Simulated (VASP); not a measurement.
# Os (Pm-3m) in VASP: settings compared, part 2 of 2

VASP 6.6.1. The steps go on from the part before.

## 3. Relaxation of cell and atoms, b88 exchange, pbe correlation

This run uses another cell than the first one, of 15.44 Å³/atom.

INCAR

```
  PREC = Accurate
  ENCUT = 600
  EDIFF = 1E-7
  ISMEAR = -1
  SIGMA = 0.1
  LREAL = F
  LASPH = T
  NELM = 120
  ALGO = Normal
  ISIF = 3
  LWAVE = F
  LCHARG = F
  GGA = LIBXC
  LIBXC1 = GGA_X_B88
  LIBXC2 = GGA_C_PBE
  IBRION = 2
  NSW = 80
  EDIFFG = -0.02
  GGA_COMPAT = F
  NELMIN = 4
```

KPOINTS

```
regular mesh
0
Gamma
  10 10 10
```

POSCAR

```
Os
1.0
    2.4900000000      0.0000000000      0.0000000000
    0.0000000000      2.4900000000      0.0000000000
    0.0000000000      0.0000000000      2.4900000000
Os
1
Direct
    0.0000000000      0.0000000000      0.0000000000
```

Potentials or basis: VASP PAW PBE potentials, release 64 (Os).

On the command line:

```
> cat potpaw_PBE.64/Os/POTCAR > POTCAR
> mpirun -np 1 vasp_std > vasp.out
```

It took 14 s on 1 thread of AMD EPYC 9R45 (Zen 5), shared host; peak memory 0.1 GiB.

It converged, with:

```yaml
Free_energy: -9.6233 eV
Relaxed_volume: 16.72 Å³/atom
Relaxed_cell: a = 2.557 Å, b = 2.557 Å, c = 2.557 Å, α = 90.00°, β = 90.00°, γ = 90.00°
Space_group_after_relaxing_to_0.1_Å: Pm-3m (No. 221)
Pressure_after_relaxing: 0.1 GPa
Band_gap_on_the_k_mesh: zero (bands 4 and 5 overlap by 5.84 eV)
```

Final structure:
```xyz
1
Lattice="2.5570 0.0000 0.0000 0.0000 2.5570 0.0000 0.0000 0.0000 2.5570" Properties=species:S:1:pos:R:3 pbc="T T T"
Os    0.0000    0.0000    0.0000
```

Levels at points of the mesh, in eV from the Fermi level:
```tsv
k point	band 1	band 2	band 3	band 4	band 5	band 6	band 7	band 8
(0.00, 0.00, 0.00)	-9.42	-5.93	-5.93	2.25	2.25	2.25	15.50	15.50
(0.50, 0.00, 0.00)	-6.23	-5.10	-1.11	-0.98	-0.98	2.58	7.06	15.73
(0.50, 0.50, 0.00)	-6.63	-4.53	-0.35	-0.35	4.51	4.51	4.63	12.60
(0.50, 0.50, 0.50)	-5.21	-5.21	-5.21	4.86	4.86	8.56	11.15	11.15
```

Caveat: the PAW data sets were made with another functional, which shifts forces and pressure a little; spin-orbit coupling is left out, which moves the levels of the heavy elements.

## 4. Relaxation of cell and atoms, b88 exchange, pbe correlation

INCAR

```
  PREC = Accurate
  ENCUT = 600
  EDIFF = 1E-7
  ISMEAR = -1
  SIGMA = 0.1
  LREAL = False
  LASPH = True
  NELM = 120
  ALGO = Normal
  ISIF = 3
  LWAVE = False
  LCHARG = False
  GGA = LIBXC
  LIBXC1 = GGA_X_B88
  LIBXC2 = GGA_C_PBE
  IBRION = 2
  NSW = 80
  EDIFFG = -0.02
  GGA_COMPAT = False
  NELMIN = 4
```

KPOINTS

```
Automatic mesh
0
Gamma
  10 10 10
```

POSCAR

```
Os
1.0
    2.5581543391      0.0000000000      0.0000000000
    0.0000000000      2.5581543391      0.0000000000
    0.0000000000      0.0000000000      2.5581543391
Os
1
Direct
    0.0000000000      0.0000000000      0.0000000000
```

Potentials or basis: VASP PAW PBE potentials, release 64 (Os).

On the command line:

```
> cat potpaw_PBE.64/Os/POTCAR > POTCAR
> mpirun -np 1 vasp_std > vasp.out
```

OUTCAR:

```text
PREC = Accurate
   ENCUT = 600
   EDIFF = 1E-7
   ISMEAR = -1
   LREAL = False
   LASPH = True
   NELM = 120
   ISIF = 3
   GGA = LIBXC
   IBRION = 2
   NSW = 80
   EDIFFG = -0.02
   NELMIN = 4

 ion  position               nearest neighbor table
   1  0.000  0.000  0.000-

  LATTYP: Found a simple cubic cell.
 ALAT       =     2.5581543391

  Lattice vectors:

 A1 = (   2.5581543391,   0.0000000000,   0.0000000000)
 A2 = (   0.0000000000,   2.5581543391,   0.0000000000)
 A3 = (   0.0000000000,   0.0000000000,   2.5581543391)

Analysis of symmetry for initial positions (statically):
=====================================================================
 Subroutine PRICEL returns:
 Original cell was already a primitive cell.

 Routine SETGRP: Setting up the symmetry group for a
 simple cubic supercell.

 Subroutine GETGRP returns: Found 48 space group operations
 (whereof 48 operations were pure point group operations)
 out of a pool of 48 trial point group operations.

The static configuration has the point symmetry O_h .

Analysis of symmetry for dynamics (positions and initial velocities):
=====================================================================
 Subroutine PRICEL returns:
 Original cell was already a primitive cell.

 Routine SETGRP: Setting up the symmetry group for a
 simple cubic supercell.

 Subroutine GETGRP returns: Found 48 space group operations
 (whereof 48 operations were pure point group operations)
 out of a pool of 48 trial point group operations.

The dynamic configuration has the point symmetry O_h .

 Subroutine INISYM returns: Found 48 space group operations
 (whereof 48 operations are pure point group operations),
[... 121 lines left out ...]
   AEXX    =    0.0000 exact exchange contribution
   IVDW    =     0    specifies the selected vdW correction
   LEPSILON=     F    determine dielectric tensor
   LRPA    =     F    only Hartree local field effects (RPA)
 conjugate gradient relaxation of ions
 non-spin polarized calculation
  energy-cutoff  :      600.00
  volume of cell :       16.74
 maximum number of plane-waves:       587
   NGX = 11   NGY = 11   NGZ = 11

--------------------------------------- Ionic step        1  -------------------------------------------

 number of electron       7.9999998 magnetization

 Free energy of the ion-electron system (eV)
  ---------------------------------------------------
  ext. energy  EPLUGINS =         0.00000000
  ---------------------------------------------------
  free energy    TOTEN  =        -9.62374458 eV

  energy without entropy =       -9.57265870  energy(sigma->0) =       -9.59820164

------------------------ aborting loop because EDIFF is reached ----------------------------------------

  FORCE on cell =-STRESS in cart. coord.  units (eV):
  Direction    XX          YY          ZZ          XY          YZ          ZX
  --------------------------------------------------------------------------------------
  -------------------------------------------------------------------------------------
  Total       -0.0200803     -0.0200803     -0.0200803      0.0000000      0.0000000      0.0000000
  in kB       -1.9217651     -1.9217651     -1.9217651      0.0000000      0.0000000      0.0000000
  external PRESSURE =      -1.9217651 kB  Pullay stress =       0.0000000 kB
[... 57 lines left out ...]
--------------------------------------- Ionic step        3  -------------------------------------------

 number of electron       7.9999998 magnetization

 Free energy of the ion-electron system (eV)
  ---------------------------------------------------
  ext. energy  EPLUGINS =         0.00000000
  ---------------------------------------------------
  free energy    TOTEN  =        -9.62375246 eV

  energy without entropy =       -9.57274278  energy(sigma->0) =       -9.59824762

 E-fermi :   7.1139     XC(G=0): -12.8759

 val. band max:        7.0663494449   @ k =   0.3000   0.0000   0.0000
 cond. band min:       7.1143050321   @ k =   0.3000   0.1000   0.0000
 fundamental gap:      0.0479555871
 Fermi energy:         7.1138572881

 k-point     1 :       0.0000    0.0000    0.0000
  band No.  band energies     occupation
      1      -2.3058      2.00000
      2       1.1857      2.00000
      3       1.1857      2.00000
      4       9.3589      0.00000
      5       9.3589      0.00000
      6       9.3589      0.00000
      7      22.6099      0.00000
      8      22.6099      0.00000
[... 243 lines left out ...]
 k-point    24 :       0.3000    0.1000    0.1000
  band No.  band energies     occupation
      1       0.4217      2.00000
      2       2.2440      2.00000
      3       3.9902      2.00000
      4       6.6049      1.98775
      5       7.0560      1.28140
      6       8.8219      0.00000
      7      16.7296      0.00000
      8      24.2822      0.00000

 [... further k-points ...]

------------------------ aborting loop because EDIFF is reached ----------------------------------------

  FORCE on cell =-STRESS in cart. coord.  units (eV):
  Direction    XX          YY          ZZ          XY          YZ          ZX
  --------------------------------------------------------------------------------------
  -------------------------------------------------------------------------------------
  Total        0.0014950      0.0014950      0.0014950      0.0000000      0.0000000      0.0000000
  in kB        0.1431865      0.1431865      0.1431865      0.0000000      0.0000000      0.0000000
  external PRESSURE =       0.1431865 kB  Pullay stress =       0.0000000 kB
[... 16 lines left out ...]
  FREE ENERGIE OF THE ION-ELECTRON SYSTEM (eV)
  ---------------------------------------------------
  free  energy   TOTEN  =        -9.6237524627 eV

  energy  without entropy=       -9.5727427826  energy(sigma->0) =       -9.59824762

 reached required accuracy - stopping structural energy minimisation
```

Wall time 7.8 s (1 thread of AMD EPYC 9R45 (Zen 5), shared host); peak memory 0.1 GiB.

Results:

* Free energy: -9.6238 eV
* Relaxed volume: 16.73 Å³/atom
* Relaxed cell: a = 2.558 Å, b = 2.558 Å, c = 2.558 Å, α = 90.00°, β = 90.00°, γ = 90.00°
* Space group after relaxing (to 0.1 Å): Pm-3m (No. 221)
* Energy gained by relaxing: 0.0 meV/atom
* Ionic steps: 3
* Pressure after relaxing: 0.0 GPa
* Band gap on the k mesh: zero (bands 4 and 5 overlap by 5.83 eV)

Final structure:
```
Os
1.0
     2.55751    0.00000    0.00000
     0.00000    2.55751    0.00000
     0.00000    0.00000    2.55751
Os
1
Direct
  0.00000 0.00000 0.00000
```

Levels at points of the mesh, in eV from the Fermi level:
```tsv
k point	band 1	band 2	band 3	band 4	band 5	band 6	band 7	band 8
(0.00, 0.00, 0.00)	-9.42	-5.93	-5.93	2.25	2.25	2.25	15.50	15.50
(0.50, 0.00, 0.00)	-6.23	-5.10	-1.11	-0.97	-0.97	2.58	7.06	15.73
(0.50, 0.50, 0.00)	-6.62	-4.52	-0.35	-0.35	4.51	4.51	4.63	12.59
(0.50, 0.50, 0.50)	-5.20	-5.20	-5.20	4.86	4.86	8.56	11.15	11.15
```

Caveat: the PAW data sets were made with another functional, which shifts forces and pressure a little; spin-orbit coupling is left out, which moves the levels of the heavy elements.

## 5. The runs side by side

```tsv
task	cell	gap on the mesh (eV)	pressure (GPa)	relaxed volume (Å³/atom)
single point	a = 2.558 Å, 1 atom	none	-0.2	-
relaxation of cell and atoms	relaxed from a = 2.490 Å, 1 atom	none	0.1	16.72
relaxation of cell and atoms	relaxed from a = 2.558 Å, 1 atom	none	0.0	16.73
```

Alike in all rows: level b88 exchange, pbe correlation; potentials or basis VASP PAW PBE potentials, release 64 (Os); no spin polarisation; k mesh 10 × 10 × 10; cutoff (eV) 600; smearing fermi-dirac 0.1 eV.

Caveats: the PAW data sets were made with another functional, which shifts forces and pressure a little; spin-orbit coupling is left out, which moves the levels of the heavy elements.

Absolute energies hang on the potentials; compare differences alone.
